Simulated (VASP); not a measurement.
Crystal: SrO.

```
CELL_PARAMETERS angstrom
3.59961 0.00000 0.00000
-1.79980 3.11735 0.00000
0.00000 0.00000 5.86736
ATOMIC_POSITIONS crystal
Sr 0.00000 0.00000 0.00000
Sr 0.00000 0.00000 0.50000
O 0.33333 0.66667 0.25000
O 0.66667 0.33333 0.75000
```

* Program: VASP 6.6.1
* Task: relaxation of cell and atoms
* Functional: PBE
* Potentials or basis: VASP PAW PBE potentials, release 64 (Sr_sv, O)
* Cutoff: 600 eV
* k mesh: 12 × 12 × 4
* Occupations: fermi-dirac, width 0.02 eV
* Spin: no spin polarisation

At the start: pressure 7.4 GPa; volume 16.46 Å³/atom.

Question: How do energy, volume and symmetry change on relaxing?

Answer: Over 8 steps the energy falls by 68.3 meV/atom and the volume is 17.70 Å³/atom (+7.5 %); space group P6_3/mmc (No. 194, to 0.1 Å) before and after.

The path:
```tsv
step	energy change (eV)	largest force (eV/Å)	pressure (GPa)	volume (Å³)
1	0.0000	0.0000	7.37	65.84
2	-0.2539	0.0000	-2.49	73.19
3	-0.2641	0.0000	-1.08	71.85
4	-0.2641	0.0000	-1.22	71.97
5	-0.2730	0.0000	-0.13	70.89
6	-0.2730	0.0000	-0.17	70.93
7	-0.2731	0.0000	0.04	70.76
8	-0.2731	0.0000	0.00	70.79
```

Final structure:
```
CELL_PARAMETERS angstrom
3.59525 0.00000 0.00000
-1.79763 3.11358 0.00000
0.00000 0.00000 6.32353
ATOMIC_POSITIONS crystal
Sr 0.00000 0.00000 0.00000
Sr 0.00000 0.00000 0.50000
O 0.33333 0.66667 0.25000
O 0.66667 0.33333 0.75000
```
